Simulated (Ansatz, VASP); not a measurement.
**Two plane-wave programs on TiSi3**

```
CELL_PARAMETERS angstrom
-3.81262 3.84379 0.00272
-3.81262 0.00272 3.84379
0.00000 3.84651 3.84651
ATOMIC_POSITIONS crystal
Si 0.00000 0.00000 0.00000
Si 0.00000 0.50000 0.00000
Si 0.00000 0.00000 0.50000
Si 0.50000 0.50000 0.00000
Si 0.00000 0.50000 0.50000
Si 0.50000 0.50000 0.50000
Ti 0.50000 0.00000 0.00000
Ti 0.50000 0.00000 0.50000
```

Alike in both runs: functional r2SCAN; k mesh 8 × 8 × 8; occupations gaussian, width 0.1 eV; no spin polarisation.

Ansatz relaxed the structure, and its values are those at the end. VASP's run is a single point on that final structure, the one shown.

|  | VASP | Ansatz |
| --- | --- | --- |
| version | VASP 6.6.1 | Ansatz 0.2.0 |
| potentials or method | VASP PAW PBE potentials, release 64 (Si, Ti_sv), cutoff 520 eV | scalar-relativistic, plane waves, PAW |
| valence electrons in the cell | 48 | 48 |

|  | VASP | Ansatz | Ansatz less VASP |
| --- | --- | --- | --- |
| gap on the k mesh at the Fermi level (eV) | none | none | - |
| pressure (GPa) | 0.2 | 0.0 | -0.26 |

VASP's potentials were made for PBE, not for r2SCAN. A gap of «none» marks a metal or a gap that the smearing closes.
